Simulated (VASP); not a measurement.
A run of VASP 6.6.1 is set up as follows.

File INCAR:

```
SYSTEM = Li2H
PREC     = Accurate       ! precision mode
ENCUT    = 600            ! plane-wave cutoff, eV
EDIFF    = 1E-6           ! SCF threshold, eV
ISMEAR   = 0              ! smearing method
SIGMA    = 0.2            ! smearing width, eV
LREAL    = .FALSE.        ! projectors in reciprocal space
LASPH    = .TRUE.         ! aspherical terms in the spheres
NELM     = 100            ! most SCF steps
ALGO     = Normal         ! electronic algorithm
ISIF     = 3              ! what is computed and relaxed
LWAVE    = .FALSE.        ! write WAVECAR
LCHARG   = .FALSE.        ! write CHGCAR
GGA      = PE             ! functional
IBRION   = 2              ! ionic algorithm
NSW      = 80             ! ionic steps
EDIFFG   = -0.025         ! ionic threshold
```

File KPOINTS:

```
Automatic mesh
0
G
  8 4 4
  0 0 0
```

File POSCAR:

```
Li2H
1.0
    1.3427231275     -2.4477516090      0.0255550698
   -4.0928364403     -2.4850872668      0.0812463381
    0.0518554777      0.0848908347     -5.1439954751
Li H
4 2
Direct
   -0.0448490676      0.6561203572      0.2233192919
    0.5229759440      0.1581449994      0.2469665192
    0.0477906217      0.6566536498      0.7378609382
    0.4613069960      0.2076591845      0.7911073755
    0.0288995543      0.9920094671     -0.0060593099
    0.4838759517      0.4960790085      0.0068051850
```

Potentials or basis: VASP PAW PBE potentials, release 64 (Li_sv, H).

Command:

```console
$ cat potpaw_PBE.64/Li_sv/POTCAR potpaw_PBE.64/H/POTCAR > POTCAR
$ mpirun -np 1 vasp_std > vasp.out
```

**Question.** Estimate the band gap on the k mesh.

**Answer.** Zero (bands 7 and 8 overlap by 3.12 eV).

**Question.** Estimate the relaxed volume.

**Answer.** 11.65 Å³/atom.

**Question.** Estimate the relaxed cell.

**Answer.** a = 2.791 Å, b = 4.858 Å, c = 5.341 Å, α = 86.39°, β = 75.30°, γ = 89.90°.

**Question.** Predict the space group after relaxing (to 0.1 Å).

**Answer.** Cm (No. 8).

The path:
| step | energy change (eV) | largest force (eV/Å) | pressure (GPa) | volume (Å³) |
| --- | --- | --- | --- | --- |
| 1 | 0.0000 | 0.9374 | 1.21 | 68.67 |
| 3 | -0.1290 | 0.1670 | -0.23 | 71.33 |
| 5 | -0.1391 | 0.1155 | -0.25 | 71.34 |
| 7 | -0.1513 | 0.0881 | 0.06 | 70.40 |
| 9 | -0.1581 | 0.0666 | 0.05 | 70.24 |
| 11 | -0.1633 | 0.0488 | -0.02 | 70.40 |
| 13 | -0.1676 | 0.0316 | -0.01 | 70.40 |
| 15 | -0.1707 | 0.0496 | 0.00 | 70.44 |
| 17 | -0.1742 | 0.0883 | 0.11 | 70.27 |
| 19 | -0.1797 | 0.0950 | 0.14 | 70.35 |
| 21 | -0.1847 | 0.0944 | -0.08 | 70.91 |
| 23 | -0.1933 | 0.0776 | 0.09 | 70.51 |
| 25 | -0.1974 | 0.0544 | 0.03 | 70.60 |
| 27 | -0.2006 | 0.0309 | -0.07 | 70.81 |
| 29 | -0.2008 | 0.0452 | -0.09 | 70.89 |
| 31 | -0.2040 | 0.0576 | 0.11 | 70.27 |
| 33 | -0.2083 | 0.0510 | 0.07 | 70.25 |
| 35 | -0.2119 | 0.1031 | 0.03 | 70.17 |
| 37 | -0.2170 | 0.1180 | 0.00 | 70.17 |
| 39 | -0.2232 | 0.1126 | -0.02 | 70.09 |
| 41 | -0.2271 | 0.0629 | 0.05 | 70.02 |
| 43 | -0.2314 | 0.0558 | -0.03 | 70.16 |
| 45 | -0.2331 | 0.0452 | -0.04 | 70.13 |
| 47 | -0.2346 | 0.0285 | 0.00 | 69.93 |
| 48 | -0.2352 | 0.0232 | 0.02 | 69.91 |

Caveat: the cutoff is under 1.25 times the usual one of these potentials, so pressure, stress and relaxed cells hold a basis-set (Pulay) error.
